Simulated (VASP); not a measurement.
Set up this calculation in VASP 6.6.1, as the native input.

| Quantity | Value |
| --- | --- |
| Task | relaxation of cell and atoms |
| Functional | BLYP |
| Potentials or basis | VASP PAW PBE potentials, release 64 (Cu) |
| Cutoff | 600 eV |
| k mesh | 9 × 9 × 13 |
| Occupations | fermi-dirac, width 0.1 eV |
| Spin | no spin polarisation |
| Dipole correction | no |
| Further INCAR settings | ALGO = Normal; EDIFF = 1e-06; IBRION = 2; EDIFFG = -0.01; NSW = 80; ISIF = 3 |

The structure of Cu lies in POSCAR:

```
Cu
1.0
    4.0562702462      0.0000000000      0.0000000000
   -2.0281351231      3.5128330778      0.0000000000
    0.0000000000      0.0000000000      2.4864936609
Cu
3
Direct
    0.0000000000      0.0000000000      0.0000000000
    0.3333333333      0.6666666667      0.5000000000
    0.6666666667      0.3333333333      0.5000000000
```

These files were run (other wordings do the same):

INCAR

```
SYSTEM = Cu
PREC = Accurate
ENCUT = 600
EDIFF = 1E-6
ISMEAR = -1
SIGMA = 0.1
LREAL = .FALSE.
LASPH = .TRUE.
NELM = 100
ALGO = Normal
ISIF = 3
LWAVE = .FALSE.
LCHARG = .FALSE.
GGA = B5
ALDAX = 1.0
AGGAX = 1.0
AGGAC = 1.0
ALDAC = 0.0
IBRION = 2
NSW = 80
EDIFFG = -0.01
```

KPOINTS

```
Automatic mesh
0
G
  9 9 13
  0 0 0
```

Potentials or basis: VASP PAW PBE potentials, release 64 (Cu).

The run is started by

```bash
$ cat potpaw_PBE.64/Cu/POTCAR > POTCAR
$ mpirun -np 1 vasp_std > vasp.out
```

Results of the run:

```
Relaxed volume                         : 13.02 Å³/atom
Relaxed cell                           : a = 4.220 Å, b = 4.220 Å, c = 2.532 Å, α = 90.00°, β = 90.00°, γ = 120.00°
Space group after relaxing (to 0.05 Å) : P6/mmm (No. 191)
Energy gained by relaxing              : 48.4 meV/atom
Ionic steps                            : 9
Pressure after relaxing                : 0.0 GPa
```

Caveat: the PAW data sets were made with another functional, which shifts forces and pressure a little.

Wall time 3.6 min on 1 thread of Intel(R) Xeon(R) 6975P-C (Granite Rapids), on a shared host, peak memory 0.19 GiB.
